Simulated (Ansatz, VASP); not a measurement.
## Two plane-wave programs on Ti

```
Ti
1.0
     2.92265    0.05703    0.05530
    -1.41193    2.49752    0.05366
     0.08754    0.14862    4.56893
Ti
2
Direct
  0.32117 0.66614 0.25023
  0.67883 0.33386 0.74977
```

Change from the starting cell: all atoms moved at random, sigma 0.02 Å a component, cell strained at random, sigma 0.03; relaxed back.

Alike in both runs: functional PBEsol; k mesh 12 × 12 × 8; occupations gaussian, width 0.15 eV; no spin polarisation.

Ansatz relaxed the structure, and its values are those at the end. VASP's run is a single point on that final structure, the one shown.

```csv
,VASP,Ansatz
version,VASP 6.6.1,Ansatz 0.2.0
potentials or method,"VASP PAW PBE potentials, release 64 (Ti_sv), cutoff 520 eV","scalar-relativistic, plane waves, PAW"
valence electrons in the cell,24,24
```

VASP gave:

- gap on the k mesh at the Fermi level (eV): none
- pressure (GPa): -1.2

Which values does Ansatz return?

gap on the k mesh at the Fermi level (eV): none; pressure (GPa): -0.8.

VASP's potentials were made for PBE, not for PBEsol. A gap of «none» marks a metal or a gap that the smearing closes. The functional is the same, so the differences come from potentials, cutoffs and numerics. Ansatz's warnings: stress scf threshold loose.
